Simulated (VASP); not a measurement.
# AgCl (Fm-3m) in VASP: a series of runs, part 2 of 3

VASP 6.6.1. The steps go on from the part before.

### 3 Relaxation of cell and atoms, PBEsol, target pressure -2 GPa, at which the enthalpy is minimised

Input file INCAR:

```
ALGO = Normal
EDIFF = 1E-7
EDIFFG = -0.002
ENCUT = 600
GGA = PS
IBRION = 2
ISIF = 3
ISMEAR = 0
LASPH = T
LCHARG = F
LREAL = F
LWAVE = F
NELM = 80
NSW = 100
PREC = Accurate
PSTRESS = -20.0
SIGMA = 0.01
```

Input file KPOINTS:

```
k-points
0
Gamma
  8 8 8
```

Input file POSCAR:

```
AgCl
1.0
    2.7237514517      2.7237514517      0.0000000000
   -2.7237514517      2.7237514517      0.0000000000
    0.0000000000      2.7237514517      2.7237514517
Ag Cl
1 1
Direct
    0.0000000000      0.0000000000      0.0000000000
    0.5000000000      0.5000000000      0.0000000000
```

Potentials or basis: VASP PAW PBE potentials, release 64 (Ag, Cl).

Run with:

```
$ cat potpaw_PBE.64/Ag/POTCAR potpaw_PBE.64/Cl/POTCAR > POTCAR
$ mpirun -np 1 vasp_std > vasp.out
```

OUTCAR:

```text
EDIFF = 1E-7
   EDIFFG = -0.002
   ENCUT = 600
   GGA = PS
   IBRION = 2
   ISIF = 3
   ISMEAR = 0
   LASPH = T
   LREAL = F
   NELM = 80
   NSW = 100
   PREC = Accurate
   PSTRESS = -20.0

 ion  position               nearest neighbor table
   1  0.000  0.000  0.000-   2 2.72   2 2.72   2 2.72   2 2.72   2 2.72   2 2.72
   2  0.500  0.500  0.000-   1 2.72   1 2.72   1 2.72   1 2.72   1 2.72   1 2.72

  LATTYP: Found a face centered cubic cell.
 ALAT       =     5.4475029034

  Lattice vectors:

 A1 = (   0.0000000000,   2.7237514517,   2.7237514517)
 A2 = (   2.7237514517,   0.0000000000,   2.7237514517)
 A3 = (   2.7237514517,   2.7237514517,   0.0000000000)

Analysis of symmetry for initial positions (statically):
=====================================================================
 Subroutine PRICEL returns:
 Original cell was already a primitive cell.

 Routine SETGRP: Setting up the symmetry group for a
 face centered cubic supercell.

 Subroutine GETGRP returns: Found 48 space group operations
 (whereof 48 operations were pure point group operations)
 out of a pool of 48 trial point group operations.

The static configuration has the point symmetry O_h .

Analysis of symmetry for dynamics (positions and initial velocities):
=====================================================================
 Subroutine PRICEL returns:
 Original cell was already a primitive cell.
[... 148 lines left out ...]

 number of electron      17.9999997 magnetization

 Free energy of the ion-electron system (eV)
  ---------------------------------------------------
  ext. energy  EPLUGINS =         0.00000000
  ---------------------------------------------------
  free energy    TOTEN  =        -6.06136340 eV

  energy without entropy =       -6.06136340  energy(sigma->0) =       -6.06136340

 E-fermi :   4.4885     XC(G=0): -10.4997

 val. band max:        4.4171400088   @ k =   0.5000   0.0000   0.0000
 cond. band min:       5.1396581032   @ k =   0.0000   0.0000   0.0000
 fundamental gap:      0.7225180944
 Fermi energy:         4.4884817535

 k-point     1 :       0.0000    0.0000    0.0000
  band No.  band energies     occupation
      1     -11.1012      2.00000
      2       1.7076      2.00000
      3       1.7076      2.00000
      4       1.7076      2.00000
      5       1.7508      2.00000
      6       1.7508      2.00000
      7       1.8578      2.00000
      8       1.8578      2.00000
      9       1.8578      2.00000
     10       5.1397      0.00000
     11      15.1424      0.00000
     12      15.1424      0.00000
     13      15.1424      0.00000
[... 443 lines left out ...]
--------------------------------------- Ionic step        3  -------------------------------------------

 number of electron      18.0000001 magnetization

 Free energy of the ion-electron system (eV)
  ---------------------------------------------------
  ext. energy  EPLUGINS =         0.00000000
  ---------------------------------------------------
  free energy    TOTEN  =        -6.05103864 eV

  energy without entropy =       -6.05103864  energy(sigma->0) =       -6.05103864

 E-fermi :   3.9950     XC(G=0): -10.3018

 val. band max:        3.9232236731   @ k =   0.5000   0.0000   0.0000
 cond. band min:       4.6498943671   @ k =   0.0000   0.0000   0.0000
 fundamental gap:      0.7266706939
 Fermi energy:         3.9949739511

 k-point     1 :       0.0000    0.0000    0.0000
  band No.  band energies     occupation
      1     -11.3310      2.00000
      2       1.3798      2.00000
      3       1.3798      2.00000
      4       1.3798      2.00000
      5       1.4203      2.00000
      6       1.4203      2.00000
      7       1.5223      2.00000
      8       1.5223      2.00000
      9       1.5223      2.00000
     10       4.6499      0.00000
     11      14.6624      0.00000
     12      14.6624      0.00000
     13      14.6624      0.00000
[... 401 lines left out ...]
  energy  without entropy=       -6.0510386450  energy(sigma->0) =       -6.05103864

  enthalpy is  TOTEN    =        -6.5747827110 eV   P V=       -0.5237440660

 reached required accuracy - stopping structural energy minimisation
```

OSZICAR:

```text
N       E                     dE             d eps       ncg     rms          rms(c)
DAV:   1     0.111907744709E+03    0.11191E+03   -0.96321E+03   762   0.141E+03
DAV:   2    -0.149546584720E+01   -0.11340E+03   -0.10588E+03   859   0.272E+02
DAV:   3    -0.618174193343E+01   -0.46863E+01   -0.46673E+01   899   0.595E+01
[... 23 lines left out ...]
DAV:   2    -0.605110889697E+01    0.93870E-03   -0.26637E-03   754   0.640E-01    0.670E-02
DAV:   3    -0.605104737977E+01    0.61517E-04   -0.19891E-04   764   0.118E-01    0.471E-02
DAV:   4    -0.605104056784E+01    0.68119E-05   -0.72930E-06   809   0.281E-02    0.156E-02
DAV:   5    -0.605103873398E+01    0.18339E-05   -0.19726E-06   884   0.220E-02    0.240E-03
DAV:   6    -0.605103864500E+01    0.88981E-07   -0.51743E-07   749   0.966E-03
   3 F= -.65747827E+01 E0= -.65747827E+01  d E =-.893016E-02
```

CONTCAR:

```text
AgCl
   1.00000000000000
     2.7579723139060603    2.7579723139060603    0.0000000000000000
    -2.7579723139060603    2.7579723139060603   -0.0000000000000000
     0.0000000000000000    2.7579723139060603    2.7579723139060603
  Ag              Cl
     1     1
Direct
     0.0000000000000000    0.0000000000000000    1.0000000000000000
     0.5000000000000000    0.5000000000000000    0.0000000000000000

  0.00000000E+00  0.00000000E+00  0.00000000E+00
  0.00000000E+00  0.00000000E+00  0.00000000E+00
```

It took 46 s on 1 thread of Intel Xeon 8259CL, shared host; peak memory 0.19 GiB.

Results:

```yaml
Free_energy: -6.0510 eV
Relaxed_volume: 20.98 Å³/atom
Relaxed_cell: a = 3.900 Å, b = 3.900 Å, c = 3.900 Å, α = 60.00°, β = 60.00°, γ = 90.00°
Space_group_after_relaxing_to_0.1_Å: Fm-3m (No. 225)
Energy_change_on_relaxing_the_run_minimises_the_enthalpy: +5.2 meV/atom
Ionic_steps: 3
Pressure_after_relaxing: -2.0 GPa
Band_gap_on_the_k_mesh: 0.73 eV (least direct gap 3.09 eV)
```

The path:
```csv
step,energy change (eV),largest force (eV/Å),pressure (GPa),volume (Å³)
1,0.0000,0.0000,-0.07,40.41
2,0.0091,0.0000,-1.89,41.86
3,0.0103,0.0000,-1.99,41.96
```

Final structure:
```
Ag Cl
1.0
     2.75797    2.75797    0.00000
    -2.75797    2.75797    0.00000
     0.00000    2.75797    2.75797
Ag Cl
1 1
Direct
  0.00000 0.00000 0.00000
  0.50000 0.50000 0.00000
```

Levels at points of the mesh, in eV from the valence-band top:
```
           k point  band 5  band 6  band 7  band 8  band 9  band 10  band 11  band 12  band 13
(0.00, 0.00, 0.00)   -2.50   -2.50   -2.40   -2.40   -2.40     0.73    10.74    10.74    10.74
(0.50, 0.00, 0.00)   -2.15   -2.15   -1.83    0.00    0.00     3.99     6.53     7.50     7.50
(0.50, 0.50, 0.00)   -2.90   -2.30   -2.02   -2.02   -1.93     2.21     7.83     8.51    11.43
```

Caveat: the cell is relaxed towards a set pressure, so the run minimises the enthalpy, not the energy; semilocal functionals underestimate gaps, and a narrow one can read as zero; the PAW data sets were made with another functional, which shifts forces and pressure a little.

### 4 Relaxation of cell and atoms, PBEsol, target pressure 2 GPa, at which the enthalpy is minimised

Input file INCAR:

```
PREC = Accurate
ENCUT = 600
EDIFF = 1E-6
ISMEAR = 0
SIGMA = 0.01
LREAL = F
LASPH = T
NELM = 100
ALGO = Normal
ISIF = 3
LWAVE = F
LCHARG = F
GGA = PS
IBRION = 2
NSW = 100
EDIFFG = -0.002
PSTRESS = 20.0
```

Input file KPOINTS:

```
Automatic mesh
0
Gamma
  8 8 8
```

POSCAR is that of step 3.

Run with:

```
$ cat potpaw_PBE.64/Ag/POTCAR potpaw_PBE.64/Cl/POTCAR > POTCAR
$ mpirun -np 1 vasp_std > vasp.out
```

Run time: 1.7 min. Hardware: 1 thread of Intel Xeon 8259CL, shared host; peak memory 0.2 GiB.

Results (log left out):

- Free energy: -6.0536 eV
- Relaxed volume: 19.54 Å³/atom
- Relaxed cell: a = 3.809 Å, b = 3.809 Å, c = 3.809 Å, α = 60.00°, β = 60.00°, γ = 90.00°
- Space group after relaxing (to 0.1 Å): Fm-3m (No. 225)
- Energy change on relaxing (the run minimises the enthalpy): +3.9 meV/atom
- Ionic steps: 14
- Pressure after relaxing: 2.0 GPa
- Band gap on the k mesh: 0.72 eV (least direct gap 3.35 eV)

The path:
| step | energy change (eV) | largest force (eV/Å) | pressure (GPa) | volume (Å³) |
| --- | --- | --- | --- | --- |
| 1 | 0.0000 | 0.0000 | -0.06 | 40.41 |
| 2 | 0.0101 | 0.0000 | 2.32 | 38.91 |
| 3 | 0.0077 | 0.0000 | 2.02 | 39.09 |
| 4 | 0.0074 | 0.0000 | 1.94 | 39.12 |
| 5 | 0.0074 | 0.0000 | 1.95 | 39.11 |
| 6 | 0.0074 | 0.0000 | 1.96 | 39.11 |
| 7 | 0.0074 | 0.0000 | 1.96 | 39.11 |
| 8 | 0.0074 | 0.0000 | 1.96 | 39.11 |
| 9 | 0.0074 | 0.0000 | 1.96 | 39.11 |
| 10 | 0.0074 | 0.0000 | 1.96 | 39.11 |
| 11 | 0.0074 | 0.0000 | 1.95 | 39.11 |
| 12 | 0.0075 | 0.0000 | 1.97 | 39.11 |
| 13 | 0.0076 | 0.0000 | 1.98 | 39.10 |
| 14 | 0.0077 | 0.0000 | 2.00 | 39.09 |

Final structure:
```
Ag Cl
1.0
     2.69358    2.69358    0.00000
    -2.69358    2.69358    0.00000
     0.00000    2.69358    2.69358
Ag Cl
1 1
Cartesian
  0.0000 0.0000 0.0000
  0.0000 2.6936 0.0000
```

Levels at points of the mesh, in eV from the valence-band top:
| k point | band 5 | band 6 | band 7 | band 8 | band 9 | band 10 | band 11 | band 12 | band 13 |
| --- | --- | --- | --- | --- | --- | --- | --- | --- | --- |
| (0.00, 0.00, 0.00) | -2.82 | -2.82 | -2.71 | -2.71 | -2.71 | 0.72 | 10.71 | 10.71 | 10.71 |
| (0.50, 0.00, 0.00) | -2.40 | -2.40 | -2.04 | 0.00 | 0.00 | 3.78 | 6.94 | 7.35 | 7.35 |
| (0.50, 0.50, 0.00) | -3.29 | -2.59 | -2.25 | -2.25 | -2.10 | 2.08 | 7.73 | 8.75 | 11.81 |

Caveat: the cell is relaxed towards a set pressure, so the run minimises the enthalpy, not the energy; semilocal functionals underestimate gaps, and a narrow one can read as zero; the PAW data sets were made with another functional, which shifts forces and pressure a little. A k mesh can miss the band edges.

### 5 Relaxation of cell and atoms, PBEsol, target pressure 4 GPa, at which the enthalpy is minimised

Input file INCAR:

```
ALGO = Normal
EDIFF = 1E-6
EDIFFG = -0.002
ENCUT = 600
GGA = PS
IBRION = 2
ISIF = 3
ISMEAR = 0
LASPH = T
LCHARG = F
LREAL = F
LWAVE = F
NELM = 60
NSW = 100
PREC = Accurate
PSTRESS = 40.0
SIGMA = 0.01
```

Input file KPOINTS:

```
k-points
0
Gamma
  8 8 8
```

POSCAR is that of step 4.

Run with:

```
$ cat potpaw_PBE.64/Ag/POTCAR potpaw_PBE.64/Cl/POTCAR > POTCAR
$ mpirun -np 1 vasp_std > vasp.out
```

Run time: 44 s. Hardware: 1 thread of Intel Xeon 8259CL, shared host; peak memory 0.19 GiB.

It converged, with:

| Item | Value |
| --- | --- |
| Free energy | -6.0338 eV |
| Relaxed volume | 19.01 Å³/atom |
| Relaxed cell | a = 3.774 Å, b = 3.774 Å, c = 3.774 Å, α = 60.00°, β = 60.00°, γ = 90.00° |
| Space group after relaxing (to 0.1 Å) | Fm-3m (No. 225) |
| Energy change on relaxing (the run minimises the enthalpy) | +13.8 meV/atom |
| Ionic steps | 3 |
| Pressure after relaxing | 4.0 GPa |
| Band gap on the k mesh | 0.73 eV (least direct gap 3.47 eV) |

Step by step:
```tsv
step	energy change (eV)	largest force (eV/Å)	pressure (GPa)	volume (Å³)
1	0.0000	0.0000	-0.06	40.41
2	0.0426	0.0000	5.14	37.49
3	0.0275	0.0000	4.01	38.02
```

Final structure:
```yaml
crystal:
  lattice:
    - [2.66885, 2.66885, 0.00000]
    - [-2.66885, 2.66885, 0.00000]
    - [0.00000, 2.66885, 2.66885]
  atoms:
    - { symbol: Ag, position: [0.00000, 0.00000, 0.00000] }
    - { symbol: Cl, position: [0.50000, 0.50000, 0.00000] }
```

Levels at points of the mesh, in eV from the valence-band top:
| k point | band 5 | band 6 | band 7 | band 8 | band 9 | band 10 | band 11 | band 12 | band 13 |
| --- | --- | --- | --- | --- | --- | --- | --- | --- | --- |
| (0.00, 0.00, 0.00) | -2.96 | -2.96 | -2.83 | -2.83 | -2.83 | 0.73 | 10.70 | 10.70 | 10.70 |
| (0.50, 0.00, 0.00) | -2.51 | -2.51 | -2.13 | 0.00 | 0.00 | 3.69 | 7.11 | 7.28 | 7.28 |
| (0.50, 0.50, 0.00) | -3.47 | -2.71 | -2.35 | -2.35 | -2.17 | 2.02 | 7.69 | 8.85 | 11.96 |

Caveat: the cell is relaxed towards a set pressure, so the run minimises the enthalpy, not the energy; semilocal functionals underestimate gaps, and a narrow one can read as zero; the PAW data sets were made with another functional, which shifts forces and pressure a little. A k mesh can miss the band edges.

### 6 Relaxation of cell and atoms, PBEsol, target pressure 7 GPa, at which the enthalpy is minimised

Input file INCAR:

```
SYSTEM = AgCl
PREC = Accurate
ENCUT = 600
EDIFF = 1E-6
ISMEAR = 0
SIGMA = 0.01
LREAL = .False.
LASPH = .True.
NELM = 80
ALGO = Normal
ISIF = 3
LWAVE = .False.
LCHARG = .False.
GGA = PS
IBRION = 2
NSW = 100
EDIFFG = -0.002
PSTRESS = 70.0
```

Input file KPOINTS:

```
Automatic mesh
0
Gamma
  8 8 8
  0 0 0
```

POSCAR is that of step 5.

Potentials or basis: VASP PAW PBE potentials, release 64 (Ag, Cl).

Run with:

```
$ cat potpaw_PBE.64/Ag/POTCAR potpaw_PBE.64/Cl/POTCAR > POTCAR
$ mpirun -np 1 vasp_std > vasp.out
```

It took 48 s on 1 thread of Intel Xeon 8259CL, shared host; peak memory 0.19 GiB.

Results (log left out):

```
Free energy                                                : -5.9887 eV
Relaxed volume                                             : 18.35 Å³/atom
Relaxed cell                                               : a = 3.730 Å, b = 3.730 Å, c = 3.730 Å, α = 60.00°, β = 60.00°, γ = 90.00°
Space group after relaxing (to 0.1 Å)                      : Fm-3m (No. 225)
Energy change on relaxing (the run minimises the enthalpy) : +36.3 meV/atom
Ionic steps                                                : 3
Pressure after relaxing                                    : 7.0 GPa
Band gap on the k mesh                                     : 0.75 eV (least direct gap 3.57 eV)
```

Step by step:
| step | energy change (eV) | largest force (eV/Å) | pressure (GPa) | volume (Å³) |
| --- | --- | --- | --- | --- |
| 1 | 0.0000 | 0.0000 | -0.06 | 40.41 |
| 2 | 0.1417 | 0.0000 | 10.54 | 35.42 |
| 3 | 0.0726 | 0.0000 | 7.02 | 36.70 |

Final structure:
```cif
data_structure
_symmetry_space_group_name_H-M 'P 1'
_symmetry_Int_Tables_number 1
_cell_length_a 3.7300
_cell_length_b 3.7300
_cell_length_c 3.7300
_cell_angle_alpha 60.000
_cell_angle_beta 60.000
_cell_angle_gamma 90.000
_cell_volume 36.70
loop_
_atom_site_label
_atom_site_type_symbol
_atom_site_fract_x
_atom_site_fract_y
_atom_site_fract_z
_atom_site_occupancy
Ag1 Ag 0.00000 0.00000 0.00000 1
Cl1 Cl 0.50000 0.50000 0.00000 1
```

Levels at points of the mesh, in eV from the valence-band top:
```tsv
k point	band 5	band 6	band 7	band 8	band 9	band 10	band 11	band 12	band 13
(0.00, 0.00, 0.00)	-3.15	-3.15	-2.99	-2.99	-2.99	0.75	10.68	10.68	10.68
(0.50, 0.00, 0.00)	-2.66	-2.66	-2.25	0.00	0.00	3.57	7.19	7.19	7.33
(0.50, 0.50, 0.00)	-3.70	-2.88	-2.49	-2.49	-2.27	1.95	7.64	8.98	12.16
```

Caveat: the cell is relaxed towards a set pressure, so the run minimises the enthalpy, not the energy; semilocal functionals underestimate gaps, and a narrow one can read as zero; the PAW data sets were made with another functional, which shifts forces and pressure a little. A k mesh can miss the band edges.

(Continued in part 3 of 3.)
